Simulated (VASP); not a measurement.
A run of VASP 6.6.1 is set up as follows.

Contents of POSCAR:

```
CdS
1.0
    0.0000000000      2.7724455593      2.7724455593
    2.7724455593      0.0000000000      2.7724455593
    2.7724455593      2.7724455593      0.0000000000
Cd S
1 1
Direct
   -0.0042461853      0.0042461853      0.0042461853
    0.5148886675      0.4851113325      0.4851113325
```

INCAR.step1

```
PREC     = Accurate       # precision mode
ENCUT    = 520            # plane-wave cutoff, eV
ISMEAR   = 0              # smearing method
SIGMA    = 0.05           # smearing width, eV
LREAL    = False          # projectors in reciprocal space
LASPH    = True           # aspherical terms in the spheres
NELM     = 80             # most SCF steps
NBANDS   = 16             # bands
GGA      = PE             # functional
ALGO     = Normal         # electronic algorithm
EDIFF    = 1E-4           # SCF threshold, eV
LWAVE    = True           # write WAVECAR
LCHARG   = False          # write CHGCAR
```

File INCAR.step2:

```
PREC     = Accurate       # precision mode
ENCUT    = 520            # plane-wave cutoff, eV
EDIFF    = 1E-6           # SCF threshold, eV
ISMEAR   = 0              # smearing method
SIGMA    = 0.05           # smearing width, eV
LREAL    = False          # projectors in reciprocal space
LASPH    = True           # aspherical terms in the spheres
NELM     = 80             # most SCF steps
ALGO     = Normal         # electronic algorithm
ISIF     = 2              # what is computed and relaxed
LWAVE    = False          # write WAVECAR
LCHARG   = False          # write CHGCAR
METAGGA  = R2SCAN         # meta-GGA
LMIXTAU  = True         
NBANDS   = 16             # bands
ISTART   = 1
```

File KPOINTS:

```
Automatic mesh
0
Gamma
  8 8 8
```

Potentials or basis: VASP PAW PBE potentials, release 64 (Cd, S).

The run is started by

```bash
$ cat potpaw_PBE.64/Cd/POTCAR potpaw_PBE.64/S/POTCAR > POTCAR
$ cp INCAR.step1 INCAR
$ mpirun -np 1 vasp_std > vasp.out
$ cp INCAR.step2 INCAR
$ mpirun -np 1 vasp_std > vasp.out
```

Q: Predict the band gap on the k mesh.

A: 0.75 eV, indirect (least direct gap 2.00 eV).

Q: Predict the pressure.

A: -3.0 GPa.

Q: What does it give for the largest force?

A: 0.133 eV/Å.

Stress tensor (GPa, compression positive):
```
-2.35  0.00  0.00
 0.00 -3.32  0.00
 0.00  0.00 -3.32
```

Caveat: the PAW data sets were made with another functional, which shifts forces and pressure a little. r2SCAN opens gaps a little over a GGA but as a rule still falls short of measured ones.
